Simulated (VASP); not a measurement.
# Ti12H (a cell with a defect) in VASP: further runs

Ti12H (a cell with a defect) is run at these levels: PBE+D3(BJ); tasks: single point.

All numbers are computed with VASP 6.6.1; they aren't measurements. Logs are shortened: lines on timing, memory, paths and dates and some standing lists are left out, and cuts for length are marked.

### Step 1. The cell of the first run

The cell holds a defect, 13 atoms: a = 5.900 Å, b = 8.850 Å, c = 4.685 Å, α = 90.00°, β = 90.00°, γ = 120.00°.

### Step 2. Single point, PBE+D3(BJ)

Contents of INCAR:

```
SYSTEM = Ti12H
PREC = Accurate
ENCUT = 520
EDIFF = 1E-6
ISMEAR = -1
SIGMA = 0.1
LREAL = .False.
LASPH = .True.
NELM = 60
ALGO = Normal
ISIF = 2
LWAVE = .False.
LCHARG = .False.
GGA = PE
IVDW = 12
NBANDS = 84
```

Contents of KPOINTS:

```
Automatic mesh
0
Gamma
  2 2 2
  0 0 0
```

Contents of POSCAR:

```
Ti12H
1.0
    5.9000000000      0.0000000000      0.0000000000
   -4.4250000000      7.6643250000      0.0000000000
    0.0000000000      0.0000000000      4.6846000000
Ti H
12 1
Direct
    0.0465196081      0.0294611724     -0.0152841224
    0.1227707959      0.2248469369      0.4558767024
    0.0297501083      0.3590792405     -0.0515518934
    0.1564918299      0.5515032309      0.4453528583
   -0.0112428095      0.6596536551     -0.0224779063
    0.1634761708      0.8733580583      0.5394697520
    0.5418428758     -0.0141304029      0.0256371942
    0.5945850747      0.1815032635      0.4912906118
    0.5121395355      0.3489544089     -0.0172266576
    0.6313014697      0.5232946150      0.5077274474
    0.5188444876      0.6842220287     -0.0729624728
    0.6820293613      0.8905024252      0.4615335354
    0.6722572017      0.2191451954      0.8999060752
```

Potentials or basis: VASP PAW PBE potentials, release 64 (Ti_sv, H).

Launch:

```sh
$ cat potpaw_PBE.64/Ti_sv/POTCAR potpaw_PBE.64/H/POTCAR > POTCAR
$ mpirun -np 1 vasp_std > vasp.out
```

OUTCAR:

```text
SYSTEM = Ti12H
   PREC = Accurate
   ENCUT = 520
   EDIFF = 1E-6
   ISMEAR = -1
   LREAL = .False.
   LASPH = .True.
   NELM = 60
   ISIF = 2
   GGA = PE
   IVDW = 12
 IVDW          = 12

 ion  position               nearest neighbor table
   1  0.047  0.029  0.985-   2 2.70   6 2.77   9 2.79   7 2.81  12 2.91
   2  0.123  0.225  0.456-   1 2.70   3 2.77  12 2.80   4 2.80   3 2.83  10 2.85
   3  0.030  0.359  0.948-  13 1.85   4 2.76   2 2.77   4 2.78   5 2.79   2 2.83  11 2.88   9 2.90

   4  0.156  0.552  0.445-   3 2.76   5 2.77   3 2.78   2 2.80   6 2.86  11 2.92
   5  0.989  0.660  0.978-   6 2.63   4 2.77   9 2.78   3 2.79  10 2.86  11 2.90
   6  0.163  0.873  0.539-   5 2.63   8 2.65   1 2.77   4 2.86
   7  0.542  0.986  0.026-  13 1.90  12 2.50  11 2.65   8 2.70   1 2.81
   8  0.595  0.182  0.491-   6 2.65   7 2.70  12 2.87   9 2.91
   9  0.512  0.349  0.983-  13 1.86  10 2.60   5 2.78   1 2.79  10 2.80   3 2.90   8 2.91
  10  0.631  0.523  0.508-   9 2.60  11 2.70   9 2.80   2 2.85   5 2.86
  11  0.519  0.684  0.927-   7 2.65  12 2.69  10 2.70   3 2.88   5 2.90   4 2.92
  12  0.682  0.891  0.462-   7 2.50  11 2.69   2 2.80   8 2.87   1 2.91
  13  0.672  0.219  0.900-   3 1.85   9 1.86   7 1.90

  LATTYP: Found a simple monoclinic cell.
 ALAT       =     5.9000000000
 B/A-ratio  =     0.7940000000
 C/A-ratio  =     1.3228756849
 COS(beta)  =    -0.1889822323

  Lattice vectors:

 A1 = (   5.9000000000,   0.0000000000,   0.0000000000)
 A2 = (   0.0000000000,   0.0000000000,   4.6846000000)
 A3 = (  -1.4750000000,  -7.6643250000,   0.0000000000)

Analysis of symmetry for initial positions (statically):
=====================================================================
 Subroutine PRICEL returns:
 Original cell was already a primitive cell.

 Routine SETGRP: Setting up the symmetry group for a
 simple monoclinic supercell.

 Subroutine GETGRP returns: Found  1 space group operations
 (whereof  1 operations were pure point group operations)
 out of a pool of  4 trial point group operations.

The static configuration has the point symmetry C_1 .

Analysis of symmetry for dynamics (positions and initial velocities):
=====================================================================
 Subroutine PRICEL returns:
 Original cell was already a primitive cell.

 Routine SETGRP: Setting up the symmetry group for a
 simple monoclinic supercell.

 Subroutine GETGRP returns: Found  1 space group operations
 (whereof  1 operations were pure point group operations)
 out of a pool of  4 trial point group operations.

The dynamic configuration has the point symmetry C_1 .

 Subroutine INISYM returns: Found  1 space group operations
 (whereof  1 operations are pure point group operations),
 and found     1 'primitive' translations

----------------------------------------------------------------------------------------

                                     Primitive cell

  volume of cell :     211.8354

  direct lattice vectors                    reciprocal lattice vectors
     5.900000000  0.000000000  0.000000000     0.169491525  0.097855976  0.000000000
    -4.425000000  7.664325000  0.000000000     0.000000000  0.130474634  0.000000000
     0.000000000  0.000000000  4.684600000     0.000000000  0.000000000  0.213465397

  length of vectors
     5.900000000  8.850000153  4.684600000     0.195711955  0.130474634  0.213465397

  position of ions in fractional coordinates (direct lattice)
     0.046519608  0.029461172  0.984715878
     0.122770796  0.224846937  0.455876702
     0.029750108  0.359079241  0.948448107
     0.156491830  0.551503231  0.445352858
     0.988757191  0.659653655  0.977522094
     0.163476171  0.873358058  0.539469752
     0.541842876  0.985869597  0.025637194
     0.594585075  0.181503263  0.491290612
     0.512139535  0.348954409  0.982773342
     0.631301470  0.523294615  0.507727447
     0.518844488  0.684222029  0.927037527
     0.682029361  0.890502425  0.461533535
     0.672257202  0.219145195  0.899906075

  ion indices of the primitive-cell ions
   primitive index   ion index
                 1           1
                 2           2
                 3           3
                 4           4
                 5           5
                 6           6
                 7           7
                 8           8
                 9           9
                10          10
                11          11
                12          12
                13          13

----------------------------------------------------------------------------------------

 KPOINTS: Automatic mesh

Automatic generation of k-mesh.
 Grid dimensions read from file:
 generate k-points for:    2    2    2

 Generating k-lattice:

  Cartesian coordinates                     Fractional coordinates (reciprocal lattice)
     0.084745763  0.048927988  0.000000000     0.500000000  0.000000000  0.000000000
[... 95 lines left out ...]
 Fermi energy:         8.0868547179

 k-point     1 :       0.0000    0.0000    0.0000
  band No.  band energies     occupation
      1     -48.6202      2.00000
      2     -48.5541      2.00000
      3     -48.5377      2.00000
      4     -48.5244      2.00000
      5     -48.5038      2.00000
      6     -48.4953      2.00000
[... 76 lines left out ...]
     83       9.1022      0.00008
     84       9.1464      0.00005

 k-point     2 :       0.5000    0.0000    0.0000
  band No.  band energies     occupation
      1     -48.5832      2.00000
      2     -48.5719      2.00000
      3     -48.5528      2.00000
      4     -48.5503      2.00000
      5     -48.4913      2.00000
      6     -48.4813      2.00000
[... 76 lines left out ...]
     83       9.0774      0.00010
     84       9.1792      0.00004

 k-point     3 :       0.0000    0.5000    0.0000
  band No.  band energies     occupation
      1     -48.5977      2.00000
      2     -48.5906      2.00000
      3     -48.5399      2.00000
      4     -48.5246      2.00000
      5     -48.4976      2.00000
      6     -48.4782      2.00000
[... 76 lines left out ...]
     83       9.1613      0.00004
     84       9.2015      0.00003

 k-point     4 :       0.5000    0.5000    0.0000
  band No.  band energies     occupation
      1     -48.5876      2.00000
      2     -48.5794      2.00000
      3     -48.5482      2.00000
      4     -48.5346      2.00000
      5     -48.4920      2.00000
      6     -48.4884      2.00000
[... 76 lines left out ...]
     83       9.1370      0.00005
     84       9.2084      0.00003

 k-point     5 :       0.0000    0.0000    0.5000
  band No.  band energies     occupation
      1     -48.5733      2.00000
      2     -48.5515      2.00000
      3     -48.5370      2.00000
      4     -48.5213      2.00000
      5     -48.4956      2.00000
      6     -48.4893      2.00000
[... 76 lines left out ...]
     83       9.0792      0.00010
     84       9.1707      0.00004

 k-point     6 :       0.5000    0.0000    0.5000
  band No.  band energies     occupation
      1     -48.5629      2.00000
      2     -48.5409      2.00000
      3     -48.5352      2.00000
      4     -48.5276      2.00000
      5     -48.5086      2.00000
      6     -48.4845      2.00000
[... 76 lines left out ...]
     83       8.8177      0.00134
     84       8.9786      0.00027

 k-point     7 :       0.0000    0.5000    0.5000
  band No.  band energies     occupation
      1     -48.5638      2.00000
      2     -48.5515      2.00000
      3     -48.5430      2.00000
      4     -48.5317      2.00000
      5     -48.4936      2.00000
      6     -48.4842      2.00000
[... 76 lines left out ...]
     83       9.2321      0.00002
     84       9.3309      0.00001

 k-point     8 :       0.5000    0.5000    0.5000
  band No.  band energies     occupation
      1     -48.5667      2.00000
      2     -48.5408      2.00000
      3     -48.5370      2.00000
      4     -48.5187      2.00000
      5     -48.5096      2.00000
      6     -48.4863      2.00000
[... 76 lines left out ...]
     83       8.8915      0.00064
     84       8.9805      0.00026

------------------------ aborting loop because EDIFF is reached ----------------------------------------

 Edisp (eV)   -7.29324

 E8    (eV) :    -3.4322

  FORCE on cell =-STRESS in cart. coord.  units (eV):
  Direction    XX          YY          ZZ          XY          YZ          ZX
  --------------------------------------------------------------------------------------
  -------------------------------------------------------------------------------------
  Total     -11.05299    -3.23011    -5.80616    -1.82790    -0.73229    -0.47884
  in kB     -83.59726   -24.43037   -43.91382   -13.82500    -5.53851    -3.62160
  external pressure =      -50.65 kB  Pullay stress =        0.00 kB

 VOLUME and BASIS-vectors are now :
 -----------------------------------------------------------------------------
  energy-cutoff  :      520.00
  volume of cell :      211.84
      direct lattice vectors                 reciprocal lattice vectors
     5.900000000  0.000000000  0.000000000     0.169491525  0.097855976  0.000000000
    -4.425000000  7.664325000  0.000000000     0.000000000  0.130474634  0.000000000
     0.000000000  0.000000000  4.684600000     0.000000000  0.000000000  0.213465397

 POSITION                                       TOTAL-FORCE (eV/Angst)
 -----------------------------------------------------------------------------------
      0.14410      0.22580      4.61300         0.410296     -0.533020     -0.145370
     -0.27060      1.72330      2.13560         0.629014     -0.111275      0.128218
     -1.41340      2.75210      4.44310        -0.040966     -0.270538     -0.058220
     -1.51710      4.22690      2.08630        -0.124512     -0.026502      0.019675
      2.91470      5.05580      4.57930         0.247246      0.711894      0.461717
     -2.90010      6.69370      2.52720        -0.067905     -0.213900     -0.728488
     -1.16560      7.55602      0.12010        -1.298018      0.504651     -0.969294
      2.70490      1.39110      2.30150         0.032137      1.032461      0.329229
      1.47750      2.67450      4.60390        -0.324119     -0.286557      0.759394
      1.40910      4.01070      2.37850         0.175126      0.636358     -1.099168
      0.03350      5.24410      4.34280         0.222960     -0.344909      0.598533
      0.08350      6.82510      2.16210         0.241675     -0.915904      0.799964
      2.99660      1.67960      4.21570        -0.102934     -0.182759     -0.096190
 -----------------------------------------------------------------------------------
    total drift:                               -0.000315     -0.000505     -0.000089

  FREE ENERGIE OF THE ION-ELECTRON SYSTEM (eV)
  ---------------------------------------------------
  free  energy   TOTEN  =      -104.0185851239 eV

  energy  without entropy=     -103.3775417677  energy(sigma->0) =     -103.69806345
```

Run time: 3.2 min. Hardware: 1 thread of Intel Xeon 6975P-C (Granite Rapids), shared host; peak memory 0.38 GiB.

Results:

```yaml
Free_energy: -104.0186 eV
Pressure: -5.1 GPa
Largest_force: 1.697 eV/Å
Dispersion_energy_per_atom: -0.561 eV
```

Forces on the atoms (eV/Å):
```
Ti   0.410 -0.533 -0.145
Ti   0.629 -0.111  0.128
Ti  -0.041 -0.271 -0.058
Ti  -0.125 -0.027  0.020
Ti   0.247  0.712  0.462
Ti  -0.068 -0.214 -0.728
Ti  -1.298  0.505 -0.969
Ti   0.032  1.032  0.329
Ti  -0.324 -0.287  0.759
Ti   0.175  0.636 -1.099
Ti   0.223 -0.345  0.599
Ti   0.242 -0.916  0.800
H   -0.103 -0.183 -0.096
```

Levels at points of the mesh, in eV from the Fermi level:
| k point | band 70 | band 71 | band 72 | band 73 | band 74 | band 75 |
| --- | --- | --- | --- | --- | --- | --- |
| (0.00, 0.00, 0.00) | -0.33 | -0.14 | 0.15 | 0.20 | 0.35 | 0.39 |
| (0.50, 0.00, 0.00) | -0.46 | -0.28 | -0.23 | -0.17 | 0.12 | 0.26 |
| (0.00, 0.50, 0.00) | -0.17 | -0.08 | 0.05 | 0.11 | 0.21 | 0.31 |
| (0.50, 0.50, 0.00) | -0.47 | -0.28 | -0.17 | -0.06 | 0.17 | 0.18 |
| (0.00, 0.00, 0.50) | -0.20 | -0.13 | 0.00 | 0.04 | 0.15 | 0.27 |
| (0.50, 0.00, 0.50) | -0.36 | -0.28 | -0.26 | -0.14 | -0.02 | 0.05 |
| (0.00, 0.50, 0.50) | -0.20 | -0.11 | -0.04 | 0.06 | 0.12 | 0.15 |
| (0.50, 0.50, 0.50) | -0.42 | -0.32 | -0.19 | -0.11 | 0.00 | 0.03 |

Caveat: the k points lie up to 0.67 Å⁻¹ apart.

### Step 3. Single point, PBE+D3(BJ)

Contents of INCAR:

```
PREC = Accurate
ENCUT = 520
EDIFF = 1E-7
ISMEAR = -1
SIGMA = 0.1
LREAL = F
LASPH = T
NELM = 80
ALGO = Normal
ISIF = 2
LWAVE = F
LCHARG = F
GGA = PE
IVDW = 12
NBANDS = 84
```

Contents of KPOINTS:

```
regular mesh
0
Gamma
  2 2 2
```

Contents of POSCAR:

```
Ti12H
1.0
    5.9000000000      0.0000000000      0.0000000000
   -4.4250000000      7.6643250000      0.0000000000
    0.0000000000      0.0000000000      4.6846000000
Ti H
12 1
Direct
    0.0217259562      0.0159961901     -0.0826111087
    0.1189277622      0.1999262818      0.4166417624
    0.0399628199      0.3606057937     -0.0839345942
    0.1490087321      0.5349720947      0.4082739188
    0.0227143637      0.6811558748     -0.0381035734
    0.1816813289      0.8694960091      0.4359603808
    0.5075473917      0.0031705336      0.0000000000
    0.6461356498      0.2338757816      0.4785467276
    0.4729538209      0.3408649816      0.0002134654
    0.6808581898      0.5632459479      0.4367502028
    0.5460971449      0.6884233119     -0.0289672544
    0.6845153099      0.8557831251      0.4709687060
    0.6620364290      0.2477321878      0.8962131239
```

Potentials or basis: VASP PAW PBE potentials, release 64 (Ti_sv, H).

Launch:

```sh
$ cat potpaw_PBE.64/Ti_sv/POTCAR potpaw_PBE.64/H/POTCAR > POTCAR
$ mpirun -np 1 vasp_std > vasp.out
```

Wall time 3.2 min (1 thread of Intel Xeon 6975P-C (Granite Rapids), shared host); peak memory 0.38 GiB.

It converged, with:

```
Free energy                : -103.9591 eV
Pressure                   : -4.3 GPa
Largest force              : 1.547 eV/Å
Dispersion energy per atom : -0.561 eV
```

Forces in eV/Å, atoms in the order of the input:
```
Ti   0.128 -0.154  0.306
Ti  -0.020  0.068  0.449
Ti  -0.948 -0.350  0.143
Ti   0.702  0.328  0.274
Ti   0.061 -0.150 -0.981
Ti  -0.292  0.380  0.733
Ti   0.758  0.447 -0.437
Ti   0.107 -0.591 -0.090
Ti   0.277  0.779 -0.640
Ti   0.127 -1.081  1.003
Ti  -0.708 -0.188 -0.344
Ti  -1.069  1.108 -0.150
H    0.877 -0.596 -0.266
```

Stress tensor (GPa, compression positive):
```
-7.10 -0.81 -0.12
-0.81 -3.33  0.81
-0.12  0.81 -2.58
```

Levels at points of the mesh, in eV from the Fermi level:
```csv
k point,band 68,band 69,band 70,band 71,band 72,band 73,band 74,band 75,band 76,band 77
"(0.00, 0.00, 0.00)",-0.57,-0.52,-0.39,0.12,0.16,0.22,0.24,0.34,0.50,0.58
"(0.50, 0.00, 0.00)",-0.70,-0.69,-0.59,-0.35,-0.22,-0.02,0.13,0.16,0.38,0.45
"(0.00, 0.50, 0.00)",-0.50,-0.29,-0.23,-0.15,0.06,0.13,0.20,0.34,0.44,0.49
"(0.50, 0.50, 0.00)",-0.76,-0.69,-0.55,-0.33,-0.14,0.02,0.13,0.26,0.41,0.42
"(0.00, 0.00, 0.50)",-0.49,-0.33,-0.17,-0.12,-0.07,0.03,0.10,0.15,0.35,0.41
"(0.50, 0.00, 0.50)",-0.57,-0.54,-0.51,-0.42,-0.30,-0.21,-0.02,0.08,0.17,0.23
"(0.00, 0.50, 0.50)",-0.47,-0.46,-0.34,-0.26,-0.14,0.12,0.16,0.26,0.31,0.37
"(0.50, 0.50, 0.50)",-0.59,-0.46,-0.39,-0.35,-0.28,-0.21,-0.10,0.02,0.18,0.28
```

Caveat: the k points lie up to 0.67 Å⁻¹ apart.

### Step 4. Single point, PBE+D3(BJ)

Contents of INCAR:

```
ALGO = Normal
EDIFF = 1E-6
ENCUT = 520
GGA = PE
ISIF = 2
ISMEAR = -1
IVDW = 12
LASPH = True
LCHARG = False
LREAL = False
LWAVE = False
NBANDS = 84
NELM = 60
PREC = Accurate
SIGMA = 0.1
```

Contents of KPOINTS:

```
k-points
0
Gamma
  2 2 2
```

Contents of POSCAR:

```
Ti12H
1.0
    5.9000000000      0.0000000000      0.0000000000
   -4.4250000000      7.6643250000      0.0000000000
    0.0000000000      0.0000000000      4.6846000000
Ti H
12 1
Direct
    0.0277742690      0.0137781214     -0.1000298852
    0.1729741723      0.2201237552      0.3901507066
    0.0056669661      0.3466971977     -0.1365324681
    0.2372759451      0.5536560623      0.4192033471
    0.0051304382      0.6732360645     -0.1377705674
    0.1737577076      0.8743888079      0.4001622337
    0.5192964421      0.0067455386     -0.0704435811
    0.6569107660      0.2162878009      0.4308585578
    0.5145010176      0.3742273455     -0.0854288520
    0.7033521725      0.5547520493      0.4694317551
    0.5092332895      0.6847178323     -0.0225205994
    0.6568531096      0.9006403043      0.4812577381
    0.6546314243      0.2133390742      0.8816334372
```

Launch:

```sh
$ cat potpaw_PBE.64/Ti_sv/POTCAR potpaw_PBE.64/H/POTCAR > POTCAR
$ mpirun -np 1 vasp_std > vasp.out
```

Wall time 3.2 min (1 thread of Intel Xeon 6975P-C (Granite Rapids), shared host); peak memory 0.38 GiB.

The run converged. Its results:

* Free energy: -103.5264 eV
* Pressure: -3.9 GPa
* Largest force: 2.573 eV/Å
* Dispersion energy per atom: -0.561 eV

Forces in eV/Å, atoms in the order of the input:
```
Ti   0.053  0.072  0.053
Ti   0.186  0.032 -0.047
Ti   0.598  0.085  0.579
Ti  -1.167 -0.029  0.321
Ti   0.993  0.501  1.656
Ti  -0.181  0.505 -0.456
Ti  -0.725 -2.204  1.111
Ti  -0.032 -0.010 -0.444
Ti  -0.329 -1.249  0.962
Ti  -0.489  0.032 -1.911
Ti   0.520  0.352 -0.671
Ti   1.193 -0.439 -0.750
H   -0.619  2.353 -0.403
```

Stress tensor (GPa, compression positive):
```
-6.53  0.77 -0.09
 0.77 -1.71 -0.88
-0.09 -0.88 -3.60
```

Levels at points of the mesh, in eV from the Fermi level:
```tsv
k point	band 69	band 70	band 71	band 72	band 73	band 74	band 75	band 76
(0.00, 0.00, 0.00)	-0.46	-0.41	-0.06	0.21	0.34	0.40	0.49	0.54
(0.50, 0.00, 0.00)	-0.43	-0.39	-0.34	-0.17	0.01	0.09	0.20	0.27
(0.00, 0.50, 0.00)	-0.19	-0.16	-0.03	0.03	0.13	0.24	0.38	0.47
(0.50, 0.50, 0.00)	-0.63	-0.54	-0.27	-0.17	-0.08	0.04	0.26	0.36
(0.00, 0.00, 0.50)	-0.27	-0.25	-0.15	-0.07	0.07	0.12	0.23	0.29
(0.50, 0.00, 0.50)	-0.50	-0.45	-0.37	-0.27	-0.09	0.03	0.07	0.15
(0.00, 0.50, 0.50)	-0.34	-0.24	-0.20	-0.11	-0.03	0.16	0.21	0.40
(0.50, 0.50, 0.50)	-0.42	-0.35	-0.32	-0.24	-0.14	-0.09	-0.01	0.08
```

Caveat: the k points lie up to 0.67 Å⁻¹ apart.
